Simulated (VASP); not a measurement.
# Os2Au (P6/mmm) in VASP: further runs, part 2 of 2

VASP 6.6.1. The steps go on from the part before.

### Step 3. Single point, PBE

This run uses another cell than the first one, of 15.81 Å³/atom, 1.138 times its volume.

The input, INCAR:

```
ALGO = Normal
EDIFF = 1E-7
ENCUT = 520
GGA = PE
ISIF = 2
ISMEAR = 0
LASPH = True
LCHARG = False
LREAL = False
LWAVE = False
NBANDS = 20
NELM = 60
PREC = Accurate
SIGMA = 0.1
```

The input, KPOINTS:

```
k-points
0
Gamma
  6 6 6
```

The input, POSCAR:

```
Os2Au
1.0
    4.4199435193      0.0000000000      0.0000000000
   -2.2099717597      3.8277833710      0.0000000000
    0.0000000000      0.0000000000      2.8032499491
Os Au
2 1
Direct
    0.3333333333      0.6666666667      0.5000000000
    0.6666666667      0.3333333333      0.5000000000
    0.0000000000      0.0000000000      0.0000000000
```

Potentials or basis: VASP PAW PBE potentials, release 64 (Os, Au).

The run is started by

```sh
> cat potpaw_PBE.64/Os/POTCAR potpaw_PBE.64/Au/POTCAR > POTCAR
> mpirun -np 1 vasp_std > vasp.out
```

OUTCAR:

```text
EDIFF = 1E-7
   ENCUT = 520
   GGA = PE
   ISIF = 2
   ISMEAR = 0
   LASPH = True
   LREAL = False
   NELM = 60
   PREC = Accurate

 ion  position               nearest neighbor table
   1  0.333  0.667  0.500-   2 2.55   2 2.55   2 2.55   3 2.91   3 2.91   3 2.91   3 2.91   3 2.91
                             3 2.91
   2  0.667  0.333  0.500-   1 2.55   1 2.55   1 2.55   3 2.91   3 2.91   3 2.91   3 2.91   3 2.91
                             3 2.91
   3  0.000  0.000  0.000-   1 2.91   2 2.91   1 2.91   2 2.91   2 2.91   2 2.91   1 2.91   1 2.91
                             2 2.91   2 2.91   1 2.91   1 2.91

  LATTYP: Found a hexagonal cell.
 ALAT       =     4.4199435193
 C/A-ratio  =     0.6342275499

  Lattice vectors:

 A1 = (   4.4199435193,   0.0000000000,   0.0000000000)
 A2 = (  -2.2099717597,   3.8277833710,   0.0000000000)
 A3 = (   0.0000000000,   0.0000000000,   2.8032499491)

Analysis of symmetry for initial positions (statically):
=====================================================================
[... 165 lines left out ...]
 number of electron      26.9999998 magnetization

 Free energy of the ion-electron system (eV)
  ---------------------------------------------------
  ext. energy  EPLUGINS =         0.00000000
  ---------------------------------------------------
  free energy    TOTEN  =       -23.46754420 eV

  energy without entropy =      -23.44735367  energy(sigma->0) =      -23.45744894

 E-fermi :   8.8969     XC(G=0): -13.2721

 val. band max:        8.8710169398   @ k =   0.3333   0.1667   0.1667
 cond. band min:       8.9013832240   @ k =   0.1667   0.0000   0.5000
 fundamental gap:      0.0303662843
 Fermi energy:         8.8968720675

 k-point     1 :       0.0000    0.0000    0.0000
  band No.  band energies     occupation
      1      -1.4162      2.00000
      2       1.8541      2.00000
      3       3.5624      2.00000
      4       3.5624      2.00000
      5       4.8855      2.00000
      6       4.8928      2.00000
[... 541 lines left out ...]
     19      15.2424      0.00000
     20      15.9430      0.00000

 [... further k-points ...]
[... 5 lines left out ...]
  --------------------------------------------------------------------------------------
  -------------------------------------------------------------------------------------
  Total       -0.0478981     -0.0478981     -0.1699635      0.0000000     -0.0000000      0.0000000
  in kB       -1.6180918     -1.6180918     -5.7416974      0.0000000     -0.0000000      0.0000000
  external PRESSURE =      -2.9926270 kB  Pullay stress =       0.0000000 kB

 VOLUME and BASIS-vectors are now :
 -----------------------------------------------------------------------------
  energy-cutoff  :      520.00
  volume of cell :       47.43
      direct lattice vectors                 reciprocal lattice vectors
     4.419943519  0.000000000  0.000000000     0.226247235  0.130623902  0.000000000
    -2.209971760  3.827783371  0.000000000     0.000000000  0.261247804  0.000000000
     0.000000000  0.000000000  2.803249949     0.000000000  0.000000000  0.356728803

 POSITION                                       TOTAL-FORCE (eV/Angst)
 -----------------------------------------------------------------------------------
     -0.00000      2.55186      1.40162        -0.000000      0.000000     -0.000000
      2.20997      1.27593      1.40162         0.000000      0.000000      0.000000
      0.00000      0.00000      0.00000         0.000000      0.000000      0.000000
 -----------------------------------------------------------------------------------
    total drift:                                0.000000     -0.000000     -0.000000

  FREE ENERGIE OF THE ION-ELECTRON SYSTEM (eV)
  ---------------------------------------------------
  free  energy   TOTEN  =       -23.4675442036 eV

  energy  without entropy=      -23.4473536745  energy(sigma->0) =      -23.45744894
```

OSZICAR:

```text
N       E                     dE             d eps       ncg     rms          rms(c)
DAV:   1     0.186130442749E+03    0.18613E+03   -0.12735E+04  1128   0.126E+03
DAV:   2    -0.141799822732E+02   -0.20031E+03   -0.18852E+03  1128   0.375E+02
DAV:   3    -0.249160843624E+02   -0.10736E+02   -0.10233E+02  1436   0.758E+01
DAV:   4    -0.251613485425E+02   -0.24526E+00   -0.24388E+00  1232   0.110E+01
DAV:   5    -0.251644521500E+02   -0.31036E-02   -0.31023E-02  1292   0.127E+00    0.210E+01
DAV:   6    -0.238393488955E+02    0.13251E+01   -0.44862E+00  1200   0.207E+01    0.138E+01
DAV:   7    -0.235590283963E+02    0.28032E+00   -0.11980E+00  1496   0.142E+01    0.352E+00
DAV:   8    -0.234723704513E+02    0.86658E-01   -0.33604E-01  1168   0.627E+00    0.195E+00
DAV:   9    -0.234684544414E+02    0.39160E-02   -0.20202E-02  1272   0.120E+00    0.423E-01
DAV:  10    -0.234675229637E+02    0.93148E-03   -0.27430E-03  1200   0.626E-01    0.160E-01
DAV:  11    -0.234675469870E+02   -0.24023E-04   -0.19585E-04  1292   0.117E-01    0.605E-02
DAV:  12    -0.234675441251E+02    0.28619E-05   -0.22902E-05  1240   0.390E-02    0.981E-03
DAV:  13    -0.234675442036E+02   -0.78476E-07   -0.43551E-07  1240   0.584E-03
   1 F= -.23467544E+02 E0= -.23457449E+02  d E =-.201905E-01
```

It took 22 s on 1 thread of Intel Xeon Platinum 8259CL at 2.50GHz (Skylake/Cascade Lake), shared host; peak memory 0.19 GiB.

Results:

```
Free energy : -23.4675 eV
Pressure    : -0.3 GPa
```

Levels at points of the mesh, in eV from the Fermi level:
| k point | band 11 | band 12 | band 13 | band 14 | band 15 | band 16 | band 17 | band 18 |
| --- | --- | --- | --- | --- | --- | --- | --- | --- |
| (0.00, 0.00, 0.00) | -2.61 | -2.61 | -1.30 | -1.30 | 1.34 | 1.34 | 4.42 | 7.40 |
| (0.50, 0.00, 0.00) | -2.05 | -1.09 | -0.72 | -0.20 | 0.56 | 1.24 | 1.33 | 1.46 |
| (0.00, 0.00, 0.50) | -1.66 | -1.66 | -0.43 | 0.16 | 0.16 | 2.95 | 3.20 | 7.91 |
| (0.50, 0.00, 0.50) | -1.87 | -1.80 | 0.16 | 0.61 | 2.23 | 2.41 | 3.66 | 4.38 |

Caveat: the k points lie up to 0.37 Å⁻¹ apart; spin-orbit coupling is left out, which moves the levels of the heavy elements.

### Step 4. Relaxation of cell and atoms, PBE

The input, INCAR:

```
SYSTEM = Os2Au
PREC = Accurate
ENCUT = 600
EDIFF = 1E-6
ISMEAR = 0
SIGMA = 0.1
LREAL = .FALSE.
LASPH = .TRUE.
NELM = 80
ALGO = Normal
ISIF = 3
LWAVE = .FALSE.
LCHARG = .FALSE.
GGA = PE
IBRION = 2
NSW = 90
EDIFFG = -0.04
```

The input, KPOINTS:

```
regular mesh
0
G
  6 6 6
  0 0 0
```

The input, POSCAR:

```
Os2Au
1.0
    4.0905829718      0.0000000000      0.0000000000
   -2.0452914859      3.5425487699      0.0000000000
    0.0000000000      0.0000000000      2.8771696209
Os Au
2 1
Direct
    0.3333333333      0.6666666667      0.5000000000
    0.6666666667      0.3333333333      0.5000000000
    0.0000000000      0.0000000000      0.0000000000
```

The run is started by

```sh
> cat potpaw_PBE.64/Os/POTCAR potpaw_PBE.64/Au/POTCAR > POTCAR
> mpirun -np 1 vasp_std > vasp.out
```

It took 2.6 min on 1 thread of Intel Xeon Platinum 8259CL at 2.50GHz (Skylake/Cascade Lake), shared host; peak memory 0.2 GiB.

The run converged. Its results:

- Free energy: -23.4652 eV
- Relaxed volume: 15.79 Å³/atom
- Relaxed cell: a = 4.421 Å, b = 4.421 Å, c = 2.799 Å, α = 90.00°, β = 90.00°, γ = 120.00°
- Space group after relaxing (to 0.05 Å): P6/mmm (No. 191)
- Energy gained by relaxing: 401.7 meV/atom
- Ionic steps: 11
- Pressure after relaxing: 0.0 GPa

Stress tensor (GPa, compression positive):
```
 0.02  0.00  0.00
 0.00  0.02  0.00
 0.00  0.00 -0.12
```

Step by step:
| step | energy change (eV) | largest force (eV/Å) | pressure (GPa) | volume (Å³) |
| --- | --- | --- | --- | --- |
| 1 | 0.0000 | 0.0000 | 59.87 | 41.69 |
| 2 | 5.5343 | 0.0000 | -35.08 | 81.13 |
| 3 | -1.0718 | 0.0000 | -11.42 | 50.39 |
| 4 | -1.1439 | 0.0000 | -3.61 | 48.80 |
| 5 | -1.1485 | 0.0000 | -0.76 | 48.30 |
| 6 | -1.1482 | 0.0000 | -1.55 | 48.44 |
| 7 | -1.1784 | 0.0000 | -1.11 | 48.02 |
| 8 | -1.2047 | 0.0000 | 0.80 | 47.23 |
| 9 | -1.2047 | 0.0000 | 0.66 | 47.27 |
| 10 | -1.2021 | 0.0000 | -2.26 | 47.73 |
| 11 | -1.2050 | 0.0000 | -0.03 | 47.38 |

Final structure:
```
Os Au
1.0
     4.42083    0.00000    0.00000
    -2.21042    3.82855    0.00000
     0.00000    0.00000    2.79911
Os Au
2 1
Direct
  0.33333 0.66667 0.50000
  0.66667 0.33333 0.50000
  0.00000 0.00000 0.00000
```

Levels at points of the mesh, in eV from the Fermi level:
| k point | band 12 | band 13 | band 14 | band 15 | band 16 | band 17 |
| --- | --- | --- | --- | --- | --- | --- |
| (0.00, 0.00, 0.00) | -2.61 | -1.29 | -1.29 | 1.35 | 1.35 | 4.41 |
| (0.50, 0.00, 0.00) | -1.07 | -0.71 | -0.21 | 0.57 | 1.24 | 1.33 |
| (0.00, 0.00, 0.50) | -1.66 | -0.41 | 0.16 | 0.16 | 2.97 | 3.23 |
| (0.50, 0.00, 0.50) | -1.80 | 0.15 | 0.60 | 2.23 | 2.41 | 3.68 |

Caveat: the k points lie up to 0.37 Å⁻¹ apart in the final cell; spin-orbit coupling is left out, which moves the levels of the heavy elements.

### Step 5. Single point, PBE

This run uses another cell than the first one, of 15.80 Å³/atom, 1.137 times its volume.

The input, INCAR:

```
ALGO = Fast
EDIFF = 1E-7
ENCUT = 520
GGA = PE
ISIF = 2
ISMEAR = 0
LASPH = True
LCHARG = True
LELF = True
LREAL = False
LVHAR = True
LWAVE = False
NBANDS = 20
NELM = 80
PREC = Accurate
SIGMA = 0.1
```

The input, KPOINTS:

```
k-points
0
Gamma
  12 12 16
```

The input, POSCAR:

```
Os2Au
1.0
    4.4300956293      0.0000000000      0.0000000000
   -2.2150478147      3.8365753561      0.0000000000
    0.0000000000      0.0000000000      2.7887059105
Os Au
2 1
Direct
    0.3333333333      0.6666666667      0.5000000000
    0.6666666667      0.3333333333      0.5000000000
    0.0000000000      0.0000000000      0.0000000000
```

The run is started by

```sh
> cat potpaw_PBE.64/Os/POTCAR potpaw_PBE.64/Au/POTCAR > POTCAR
> mpirun -np 1 vasp_std > vasp.out
```

It took 2.6 min on 1 thread of Intel Xeon Platinum 8259CL at 2.50GHz (Skylake/Cascade Lake), shared host; peak memory 0.3 GiB.

Results (log left out):

| Property | Result |
| --- | --- |
| Free energy | -23.5232 eV |
| Pressure | -0.4 GPa |

Stress tensor (GPa, compression positive):
```
-0.45  0.00  0.00
 0.00 -0.45  0.00
 0.00  0.00 -0.37
```

Levels at points of the mesh, in eV from the Fermi level:
```
           k point  band 11  band 12  band 13  band 14  band 15  band 16  band 17  band 18
(0.00, 0.00, 0.00)    -2.61    -2.61    -1.21    -1.21     1.38     1.38     4.39     7.37
(0.50, 0.00, 0.00)    -2.04    -1.00    -0.65    -0.22     0.61     1.28     1.32     1.42
(0.00, 0.00, 0.50)    -1.65    -1.65    -0.32     0.17     0.17     3.04     3.35     7.97
(0.50, 0.00, 0.50)    -1.84    -1.74     0.14     0.60     2.27     2.44     3.78     4.44
```

Caveat: spin-orbit coupling is left out, which moves the levels of the heavy elements.

### Step 6. Summary

| task | cell | k mesh | cutoff (eV) | gap on the mesh (eV) | pressure (GPa) |
| --- | --- | --- | --- | --- | --- |
| single point | a = 4.091, b = 4.091, c = 2.877 Å, angles 90.0, 90.0, 120.0°, 3 atoms | 6 × 6 × 6 | 520 | none | 59.8 |
| single point | a = 4.420, b = 4.420, c = 2.803 Å, angles 90.0, 90.0, 120.0°, 3 atoms | 6 × 6 × 6 | 520 | none | -0.3 |
| relaxation of cell and atoms | relaxed from a = 4.091, b = 4.091, c = 2.877 Å, angles 90.0, 90.0, 120.0°, 3 atoms | 6 × 6 × 6 | 600 | none | 0.0 |
| single point | a = 4.430, b = 4.430, c = 2.789 Å, angles 90.0, 90.0, 120.0°, 3 atoms | 12 × 12 × 16 | 520 | none | -0.4 |

Alike in all rows: level PBE; potentials or basis VASP PAW PBE potentials, release 64 (Os, Au); no spin polarisation; smearing gaussian 0.1 eV.

Caveats: some runs use coarse meshes; spin-orbit coupling is left out, which moves the levels of the heavy elements.

Total energies depend on the potentials used, so only differences within one code and one set of settings carry meaning.
